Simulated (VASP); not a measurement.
# NaS6 (Fm-3m) in VASP: further runs, part 2 of 2

VASP 6.6.1.

**4. Relaxation of cell and atoms, PBE**

This run uses another cell than the first one, of 24.68 Å³/atom.

INCAR reads:

```
SYSTEM = NaS6
  ALGO = Normal
  EDIFF = 1E-7
  EDIFFG = -0.04
  ENCUT = 600
  GGA = PE
  IBRION = 2
  ISIF = 3
  ISMEAR = 0
  LASPH = .TRUE.
  LCHARG = .FALSE.
  LREAL = .FALSE.
  LWAVE = .FALSE.
  NELM = 60
  NSW = 90
  PREC = Accurate
  SIGMA = 0.1
```

KPOINTS reads:

```
k-points
0
G
  4 4 4
  0 0 0
```

POSCAR reads:

```
NaS6
1.0
    0.0000000000      4.4205828600      4.4205828600
    4.4205828600      0.0000000000      4.4205828600
    4.4205828600      4.4205828600      0.0000000000
Na S
1 6
Direct
    0.5000000000      0.5000000000      0.5000000000
    0.5000000000      0.0000000000      0.0000000000
    0.0000000000      0.5000000000      0.5000000000
    0.0000000000      0.5000000000      0.0000000000
    0.5000000000      0.0000000000      0.5000000000
    0.0000000000      0.0000000000      0.5000000000
    0.5000000000      0.5000000000      0.0000000000
```

Potentials or basis: VASP PAW PBE potentials, release 64 (Na_pv, S).

Run with:

```sh
$ cat potpaw_PBE.64/Na_pv/POTCAR potpaw_PBE.64/S/POTCAR > POTCAR
$ mpirun -np 1 vasp_std > vasp.out
```

OUTCAR:

```text
SYSTEM = NaS6
   EDIFF = 1E-7
   EDIFFG = -0.04
   ENCUT = 600
   GGA = PE
   IBRION = 2
   ISIF = 3
   ISMEAR = 0
   LASPH = .TRUE.
   LREAL = .FALSE.
   NELM = 60
   NSW = 90
   PREC = Accurate

 ion  position               nearest neighbor table
   1  0.500  0.500  0.500-
   2  0.500  0.000  0.000-
   3  0.000  0.500  0.500-
   4  0.000  0.500  0.000-
   5  0.500  0.000  0.500-
   6  0.000  0.000  0.500-
   7  0.500  0.500  0.000-

  LATTYP: Found a face centered cubic cell.
 ALAT       =     8.8411657200

  Lattice vectors:

 A1 = (   0.0000000000,   4.4205828600,   4.4205828600)
 A2 = (   4.4205828600,   0.0000000000,   4.4205828600)
 A3 = (   4.4205828600,   4.4205828600,   0.0000000000)

Analysis of symmetry for initial positions (statically):
=====================================================================
 Subroutine PRICEL returns:
 Original cell was already a primitive cell.

 Routine SETGRP: Setting up the symmetry group for a
 face centered cubic supercell.

 Subroutine GETGRP returns: Found 48 space group operations
 (whereof 48 operations were pure point group operations)
 out of a pool of 48 trial point group operations.

The static configuration has the point symmetry O_h .

Analysis of symmetry for dynamics (positions and initial velocities):
=====================================================================
 Subroutine PRICEL returns:
 Original cell was already a primitive cell.

 Routine SETGRP: Setting up the symmetry group for a
 face centered cubic supercell.

 Subroutine GETGRP returns: Found 48 space group operations
 (whereof 48 operations were pure point group operations)
 out of a pool of 48 trial point group operations.

The dynamic configuration has the point symmetry O_h .

 Subroutine INISYM returns: Found 48 space group operations
 (whereof 48 operations are pure point group operations),
 and found     1 'primitive' translations

----------------------------------------------------------------------------------------

                                     Primitive cell

  volume of cell :     172.7701

  direct lattice vectors                    reciprocal lattice vectors
     0.000000000  4.420582860  4.420582860    -0.113107257  0.113107257  0.113107257
     4.420582860  0.000000000  4.420582860     0.113107257 -0.113107257  0.113107257
     4.420582860  4.420582860  0.000000000     0.113107257  0.113107257 -0.113107257

  length of vectors
     6.251648234  6.251648234  6.251648234     0.195907515  0.195907515  0.195907515

  position of ions in fractional coordinates (direct lattice)
     0.500000000  0.500000000  0.500000000
     0.500000000  0.000000000  0.000000000
     0.000000000  0.500000000  0.500000000
     0.000000000  0.500000000  0.000000000
     0.500000000  0.000000000  0.500000000
     0.000000000  0.000000000  0.500000000
     0.500000000  0.500000000  0.000000000

  ion indices of the primitive-cell ions
   primitive index   ion index
                 1           1
                 2           2
                 3           3
                 4           4
                 5           5
                 6           6
                 7           7

----------------------------------------------------------------------------------------

 KPOINTS: k-points

Automatic generation of k-mesh.
 Grid dimensions read from file:
 generate k-points for:    4    4    4

 Generating k-lattice:

  Cartesian coordinates                     Fractional coordinates (reciprocal lattice)
    -0.028276814  0.028276814  0.028276814     0.250000000  0.000000000  0.000000000
     0.028276814 -0.028276814  0.028276814     0.000000000  0.250000000  0.000000000
     0.028276814  0.028276814 -0.028276814     0.000000000  0.000000000  0.250000000

  Length of vectors
     0.048976879  0.048976879  0.048976879

  Shift w.r.t. Gamma in fractional coordinates (k-lattice)
     0.000000000  0.000000000  0.000000000

 Subroutine IBZKPT returns following result:
 ===========================================

 Found      8 irreducible k-points:

 Following reciprocal coordinates:
            Coordinates               Weight
  0.000000  0.000000  0.000000      1.000000
  0.250000  0.000000  0.000000      8.000000
  0.500000  0.000000  0.000000      4.000000
  0.250000  0.250000  0.000000      6.000000
  0.500000  0.250000  0.000000     24.000000
 -0.250000  0.250000  0.000000     12.000000
  0.500000  0.500000  0.000000      3.000000
 -0.250000  0.500000  0.250000      6.000000
   k-points           NKPTS =      8   k-points in BZ     NKDIM =      8   number of bands    NBANDS=     25
   number of dos      NEDOS =    301   number of ions     NIONS =      7
   total plane-waves  NPLWV = 125000
   dimension x,y,z NGX =    50 NGY =   50 NGZ =   50
   dimension x,y,z NGXF=   100 NGYF=  100 NGZF=  100
   ions per type =               1   6
   NGX,Y,Z   is equivalent  to a cutoff of  13.30, 13.30, 13.30 a.u.
   NGXF,Y,Z  is equivalent  to a cutoff of  26.59, 26.59, 26.59 a.u.
 SYSTEM =  NaS6
   PREC   = accura    normal or accurate (medium, high low for compatibility)
   ISTART =      0    job   : 0-new  1-cont  2-samecut
   ICHARG =      2    charge: 1-file 2-atom 10-const
   ISPIN  =      1    spin polarized calculation?
   LNONCOLLINEAR =      F non collinear calculations
   LSORBIT =      F    spin-orbit coupling
   LASPH  =      T    aspherical Exc in radial PAW
   ENCUT  =  600.0 eV  44.10 Ry    6.64 a.u.  12.49 12.49 12.49*2*pi/ulx,y,z
   NELM   =     60;   NELMIN=  2; NELMDL= -5     # of ELM steps
   EDIFF  = 0.1E-06   stopping-criterion for ELM
   LREAL  =      F    real-space projection
   EDIFFG = -.4E-01   stopping-criterion for IOM
   NSW    =     90    number of steps for IOM
   IBRION =      2    ionic relax: 0-MD 1-quasi-New 2-CG
   NFREE  =      1    steps in history (QN), initial steepest desc. (CG)
   ISIF   =      3    stress and relaxation
   ISYM   =      2    0-nonsym 1-usesym 2-fastsym
   POTIM  = 0.5000    time-step for ionic-motion
   TEBEG  =    0.0;   TEEND  =   0.0 temperature during run
   PSTRESS=    0.0 pullay stress
   NELECT =      43.0000    total number of electrons
   NUPDOWN=      -1.0000    fix difference up-down
   EMIN   =  10.00;   EMAX   =-10.00  energy-range for DOS
   EFERMI =   0.00;   METHOD = LEGACY
   ISMEAR =     0;   SIGMA  =   0.10  broadening in eV -4-tet -1-fermi 0-gaus
   EFERMI_NEDOS =   21; number of points for ismear=-14 and -15
   IALGO  =     38    algorithm
   IMIX   =      4    mixing-type and parameters
     AMIX     =   0.40;   BMIX     =  1.00
     AMIX_MAG =   1.60;   BMIX_MAG =  1.00
  volume/ion in A,a.u.               =      24.68       166.56
  Fermi-wavevector in a.u.,A,eV,Ry     =   1.029773  1.945989 14.428056  1.060432
  Thomas-Fermi vector in A             =   2.163837
   LORBIT       =      0    0 simple, 1 ext, 2 COOP (PROOUT), +10 PAW based schemes
   GGA     = PE    functional components
   LHFCALC =     F    Hartree Fock is set to
   AEXX    =    0.0000 exact exchange contribution
   IVDW    =     0    specifies the selected vdW correction
   LEPSILON=     F    determine dielectric tensor
   LRPA    =     F    only Hartree local field effects (RPA)
 conjugate gradient relaxation of ions
 non-spin polarized calculation
 Gauss-broadening in eV      SIGMA  =   0.10
  energy-cutoff  :      600.00
  volume of cell :      172.77
 maximum number of plane-waves:      5786
 NGX is ok and might be reduce to    50
   NGX = 25   NGY = 25   NGZ = 25

--------------------------------------- Ionic step        1  -------------------------------------------

 number of electron      43.0000003 magnetization

 Free energy of the ion-electron system (eV)
  ---------------------------------------------------
  ext. energy  EPLUGINS =         0.00000000
  ---------------------------------------------------
  free energy    TOTEN  =       -19.70757129 eV

  energy without entropy =      -19.67661289  energy(sigma->0) =      -19.69209209

 E-fermi :   1.8988     XC(G=0):  -8.6807

 val. band max:        1.8405746595   @ k =   0.2500   0.2500   0.0000
 cond. band min:       1.9119536799   @ k =   0.2500   0.2500   0.0000
 fundamental gap:      0.0713790204
 Fermi energy:         1.8988122212

 k-point     1 :       0.0000    0.0000    0.0000
  band No.  band energies     occupation
      1     -21.0058      2.00000
      2     -21.0058      2.00000
      3     -21.0058      2.00000
      4     -11.4922      2.00000
      5      -9.7271      2.00000
      6      -9.7271      2.00000
[... 564 lines left out ...]
  energy  without entropy=      -21.5354645916  energy(sigma->0) =      -21.55005557

--------------------------------------- Ionic step        4  -------------------------------------------

 number of electron      43.0000000 magnetization

 Free energy of the ion-electron system (eV)
  ---------------------------------------------------
  ext. energy  EPLUGINS =         0.00000000
  ---------------------------------------------------
  free energy    TOTEN  =       -21.56717196 eV

  energy without entropy =      -21.53785362  energy(sigma->0) =      -21.55251279

 E-fermi :   5.3335     XC(G=0): -10.0590

 val. band max:        5.2706249052   @ k =   0.2500   0.2500   0.0000
 cond. band min:       5.3832571182   @ k =  -0.2500   0.2500   0.0000
 fundamental gap:      0.1126322130
 Fermi energy:         5.3335372222

 k-point     1 :       0.0000    0.0000    0.0000
  band No.  band energies     occupation
      1     -17.9539      2.00000
      2     -17.9539      2.00000
      3     -17.9539      2.00000
      4     -10.3532      2.00000
      5      -7.1969      2.00000
      6      -7.1969      2.00000
[... 247 lines left out ...]
  FREE ENERGIE OF THE ION-ELECTRON SYSTEM (eV)
  ---------------------------------------------------
  free  energy   TOTEN  =       -21.5671719587 eV

  energy  without entropy=      -21.5378536201  energy(sigma->0) =      -21.55251279

 reached required accuracy - stopping structural energy minimisation
```

Run time: 87 s. Hardware: 1 thread of Intel Xeon 6975P-C (Granite Rapids), shared host; peak memory 0.36 GiB.

What came out:

```
Free energy                           : -21.5672 eV
Relaxed volume                        : 18.06 Å³/atom
Relaxed cell                          : a = 5.633 Å, b = 5.633 Å, c = 5.633 Å, α = 60.00°, β = 60.00°, γ = 60.00°
Space group after relaxing (to 0.1 Å) : Fm-3m (No. 225)
Energy gained by relaxing             : 265.7 meV/atom
Ionic steps                           : 4
Pressure after relaxing               : 0.1 GPa
Band gap on the k mesh                : zero (an odd number of electrons rules out a gap without spin polarisation)
```

The path:
| step | energy change (eV) | largest force (eV/Å) | pressure (GPa) | volume (Å³) |
| --- | --- | --- | --- | --- |
| 1 | 0.0000 | 0.0000 | -9.65 | 172.77 |
| 2 | -1.6821 | 0.0000 | -4.53 | 138.21 |
| 3 | -1.8571 | 0.0000 | -0.63 | 127.89 |
| 4 | -1.8596 | 0.0000 | 0.09 | 126.42 |

Final structure:
```
Na S
1.0
     0.00000    3.98342    3.98342
     3.98342    0.00000    3.98342
     3.98342    3.98342    0.00000
Na S
1 6
Direct
  0.50000 0.50000 0.50000
  0.50000 0.00000 0.00000
  0.00000 0.50000 0.50000
  0.00000 0.50000 0.00000
  0.50000 0.00000 0.50000
  0.00000 0.00000 0.50000
  0.50000 0.50000 0.00000
```

Levels at points of the mesh, in eV from the Fermi level:
```
           k point  band 19  band 20  band 21  band 22  band 23  band 24
(0.00, 0.00, 0.00)    -0.65     1.60     1.60     1.60     1.80     1.80
(0.50, 0.00, 0.00)    -1.89    -1.69    -1.69     0.32     0.60     1.55
(0.50, 0.50, 0.00)    -2.20    -1.99    -1.95    -1.94    -1.94     0.88
```

Caveat: the volume moved by over 15 % at a fixed basis, so the end points are rough.

**5. Relaxation of cell and atoms, PBE**

INCAR reads:

```
ALGO     = Normal         # electronic algorithm
EDIFF    = 1E-6           # SCF threshold, eV
EDIFFG   = -0.01          # ionic threshold
ENCUT    = 600            # plane-wave cutoff, eV
GGA      = PE             # functional
IBRION   = 2              # ionic algorithm
ISIF     = 3              # what is computed and relaxed
ISMEAR   = 0              # smearing method
LASPH    = True           # aspherical terms in the spheres
LCHARG   = False          # write CHGCAR
LREAL    = False          # projectors in reciprocal space
LWAVE    = False          # write WAVECAR
NELM     = 60             # most SCF steps
NSW      = 100            # ionic steps
PREC     = Accurate       # precision mode
SIGMA    = 0.1            # smearing width, eV
```

KPOINTS reads:

```
k-points
0
Gamma
  8 8 8
```

Changes to POSCAR since step 4:

```diff
@@ -2,5 +2,5 @@
 1.0
-    0.0000000000      4.4205828600      4.4205828600
-    4.4205828600      0.0000000000      4.4205828600
-    4.4205828600      4.4205828600      0.0000000000
+    0.0000000000      3.9895760312      3.9895760312
+    3.9895760312      0.0000000000      3.9895760312
+    3.9895760312      3.9895760312      0.0000000000
 Na S
```

Potentials or basis: VASP PAW PBE potentials, release 64 (Na_pv, S).

Run with:

```sh
$ cat potpaw_PBE.64/Na_pv/POTCAR potpaw_PBE.64/S/POTCAR > POTCAR
$ mpirun -np 1 vasp_std > vasp.out
```

OUTCAR:

```text
EDIFF = 1E-6
   EDIFFG = -0.01
   ENCUT = 600
   GGA = PE
   IBRION = 2
   ISIF = 3
   ISMEAR = 0
   LASPH = True
   LREAL = False
   NELM = 60
   NSW = 100
   PREC = Accurate

 ion  position               nearest neighbor table
   1  0.500  0.500  0.500-
   2  0.500  0.000  0.000-
   3  0.000  0.500  0.500-
   4  0.000  0.500  0.000-
   5  0.500  0.000  0.500-
   6  0.000  0.000  0.500-
   7  0.500  0.500  0.000-

  LATTYP: Found a face centered cubic cell.
 ALAT       =     7.9791520624

  Lattice vectors:

 A1 = (   0.0000000000,   3.9895760312,   3.9895760312)
 A2 = (   3.9895760312,   0.0000000000,   3.9895760312)
 A3 = (   3.9895760312,   3.9895760312,   0.0000000000)

Analysis of symmetry for initial positions (statically):
=====================================================================
 Subroutine PRICEL returns:
 Original cell was already a primitive cell.

[... 233 lines left out ...]

 val. band max:        5.2353278799   @ k =  -0.3750   0.2500   0.0000
 cond. band min:       5.2618350640   @ k =   0.2500   0.2500   0.0000
 fundamental gap:      0.0265071842
 Fermi energy:         5.2443473932

 k-point     1 :       0.0000    0.0000    0.0000
  band No.  band energies     occupation
      1     -17.9688      2.00000
      2     -17.9688      2.00000
      3     -17.9688      2.00000
      4     -10.3572      2.00000
      5      -7.2074      2.00000
      6      -7.2074      2.00000
[... 661 lines left out ...]
     24       5.9343      0.00000
     25       5.9528      0.00000

 [... further k-points ...]

------------------------ aborting loop because EDIFF is reached ----------------------------------------

  FORCE on cell =-STRESS in cart. coord.  units (eV):
  Direction    XX          YY          ZZ          XY          YZ          ZX
  --------------------------------------------------------------------------------------
  -------------------------------------------------------------------------------------
  Total        0.0035788      0.0035788      0.0035788     -0.0000000     -0.0000000      0.0000000
  in kB        0.0453085      0.0453085      0.0453085     -0.0000000     -0.0000000      0.0000000
  external PRESSURE =       0.0453085 kB  Pullay stress =       0.0000000 kB

 VOLUME and BASIS-vectors are now :
 -----------------------------------------------------------------------------
  energy-cutoff  :      600.00
  volume of cell :      126.55
      direct lattice vectors                 reciprocal lattice vectors
     0.000000000  3.984839472  3.984839472    -0.125475569  0.125475569  0.125475569
     3.984839472 -0.000000000  3.984839472     0.125475569 -0.125475569  0.125475569
     3.984839472  3.984839472 -0.000000000     0.125475569  0.125475569 -0.125475569

 POSITION                                       TOTAL-FORCE (eV/Angst)
 -----------------------------------------------------------------------------------
      3.98484      3.98484      3.98484        -0.000000     -0.000000     -0.000000
      3.98484      5.97726      1.99242        -0.000000     -0.000000     -0.000000
      3.98484      1.99242      1.99242        -0.000000      0.000000     -0.000000
      1.99242      3.98484      5.97726        -0.000000      0.000000      0.000000
      1.99242      3.98484      1.99242         0.000000     -0.000000      0.000000
      1.99242      5.97726      3.98484         0.000000     -0.000000      0.000000
      1.99242      1.99242      3.98484         0.000000     -0.000000     -0.000000
 -----------------------------------------------------------------------------------
    total drift:                               -0.000000     -0.000000     -0.000000

  FREE ENERGIE OF THE ION-ELECTRON SYSTEM (eV)
  ---------------------------------------------------
  free  energy   TOTEN  =       -21.6695700888 eV

  energy  without entropy=      -21.6517396552  energy(sigma->0) =      -21.66065487

 reached required accuracy - stopping structural energy minimisation
```

CONTCAR:

```text
NaS6
   1.00000000000000
     0.0000000000000000    3.9848394723859424    3.9848394723859424
     3.9848394723859424   -0.0000000000000000    3.9848394723859424
     3.9848394723859424    3.9848394723859424   -0.0000000000000000
  Na              S
     1     6
Direct
     0.5000000000000000    0.5000000000000000    0.5000000000000000
     0.5000000000000000    0.0000000000000000    1.0000000000000000
     0.0000000000000000    0.5000000000000000    0.5000000000000000
     1.0000000000000000    0.5000000000000000    0.0000000000000000
     0.5000000000000000    0.0000000000000000    0.5000000000000000
     1.0000000000000000    0.0000000000000000    0.5000000000000000
     0.5000000000000000    0.5000000000000000    0.0000000000000000

  0.00000000E+00  0.00000000E+00  0.00000000E+00
  0.00000000E+00  0.00000000E+00  0.00000000E+00
  0.00000000E+00  0.00000000E+00  0.00000000E+00
  0.00000000E+00  0.00000000E+00  0.00000000E+00
  0.00000000E+00  0.00000000E+00  0.00000000E+00
  0.00000000E+00  0.00000000E+00  0.00000000E+00
  0.00000000E+00  0.00000000E+00  0.00000000E+00
```

It took 98 s on 1 thread of Intel Xeon 6975P-C (Granite Rapids), shared host; peak memory 0.37 GiB.

What came out:

* Free energy: -21.6696 eV
* Relaxed volume: 18.08 Å³/atom
* Relaxed cell: a = 5.635 Å, b = 5.635 Å, c = 5.635 Å, α = 60.00°, β = 60.00°, γ = 60.00°
* Space group after relaxing (to 0.1 Å): Fm-3m (No. 225)
* Energy gained by relaxing: 0.0 meV/atom
* Ionic steps: 2
* Pressure after relaxing: 0.0 GPa
* Band gap on the k mesh: zero (an odd number of electrons rules out a gap without spin polarisation)

Step by step:
| step | energy change (eV) | largest force (eV/Å) | pressure (GPa) | volume (Å³) |
| --- | --- | --- | --- | --- |
| 1 | 0.0000 | 0.0000 | -0.22 | 127.00 |
| 2 | -0.0003 | 0.0000 | 0.00 | 126.55 |

Final structure:
```
Na S
1.0
     0.00000    3.98484    3.98484
     3.98484    0.00000    3.98484
     3.98484    3.98484    0.00000
Na S
1 6
Direct
  0.50000 0.50000 0.50000
  0.50000 0.00000 0.00000
  0.00000 0.50000 0.50000
  0.00000 0.50000 0.00000
  0.50000 0.00000 0.50000
  0.00000 0.00000 0.50000
  0.50000 0.50000 0.00000
```

**6. Summary**

| task | cell | k mesh | cutoff (eV) | gap on the mesh (eV) | pressure (GPa) | relaxed volume (Å³/atom) |
| --- | --- | --- | --- | --- | --- | --- |
| single point | a = 5.642 Å, angles 60.0°, 7 atoms | 4 × 4 × 4 | 520 | none | -0.2 | - |
| single point | a = 5.636 Å, angles 60.0°, 7 atoms | 8 × 8 × 8 | 520 | none | 0.0 | - |
| relaxation of cell and atoms | relaxed from a = 6.252 Å, angles 60.0°, 7 atoms | 4 × 4 × 4 | 600 | none | 0.1 | 18.06 |
| relaxation of cell and atoms | relaxed from a = 5.642 Å, angles 60.0°, 7 atoms | 8 × 8 × 8 | 600 | none | 0.0 | 18.08 |

Alike in all rows: level PBE; potentials or basis VASP PAW PBE potentials, release 64 (Na_pv, S); no spin polarisation; smearing gaussian 0.1 eV.

Caveats: the volume moved by over 15 % at a fixed basis, so the end points are rough (at least some runs).

Absolute energies hang on the potentials; compare differences alone.
